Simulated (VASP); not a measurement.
Set up this calculation in VASP 6.6.1, as the native input.

| Item | Value |
| --- | --- |
| Task | single point |
| Functional | PBE |
| Potentials or basis | VASP PAW PBE potentials, release 64 (Ta_pv, N) |
| Cutoff | 520 eV |
| k mesh | 18 × 18 × 10 |
| Occupations | gaussian, width 0.15 eV |
| Spin | no spin polarisation |
| Dipole correction | no |
| Further INCAR settings | ALGO = Normal; EDIFF = 1e-06; NBANDS = 24 |

The structure of TaN lies in POSCAR:

```
TaN
1.0
    3.0500010905      0.0000000000      0.0000000000
   -1.5250005453      2.6413784260      0.0000000000
    0.0000000000      0.0000000000      4.8412000000
Ta N
2 2
Direct
    0.3333333333      0.6666666667      0.0000000000
    0.6666666667      0.3333333333      0.5000000000
    0.3333333333      0.6666666667      0.3850000000
    0.6666666667      0.3333333333      0.8850000000
```

This cell differs from its parent crystal: strain -0.0200 x Voigt [0, 0, 1, 0, 0, 0].

One way to write it, as run:

INCAR

```
SYSTEM = TaN
PREC = Accurate
ENCUT = 520
EDIFF = 1E-6
ISMEAR = 0
SIGMA = 0.15
LREAL = .FALSE.
LASPH = .TRUE.
NELM = 100
ALGO = Normal
ISIF = 2
LWAVE = .FALSE.
LCHARG = .FALSE.
GGA = PE
NBANDS = 24
```

KPOINTS

```
Automatic mesh
0
G
  18 18 10
  0 0 0
```

Potentials or basis: VASP PAW PBE potentials, release 64 (Ta_pv, N).

The run is started by

```console
$ cat potpaw_PBE.64/Ta_pv/POTCAR potpaw_PBE.64/N/POTCAR > POTCAR
$ mpirun -np 1 vasp_std > vasp.out
```

It gave:

```
Pressure               : 154.6 GPa
Largest force          : 1.282 eV/Å
Band gap on the k mesh : zero (band 16 reaches 11.25 eV, above the bottom of band 17 at 8.35 eV)
```

Caveat: the cell differs from its parent crystal (strain -0.0200 x Voigt [0, 0, 1, 0, 0, 0]); spin-orbit coupling is left out, which moves the levels of the heavy elements; forces of over 1 eV/Å act on the atoms, so gaps and moduli don't describe the material at rest.

It took 58 s on 1 thread of Intel(R) Xeon(R) Platinum 8559C (Emerald Rapids), with other jobs on the host, peak memory 0.29 GiB.
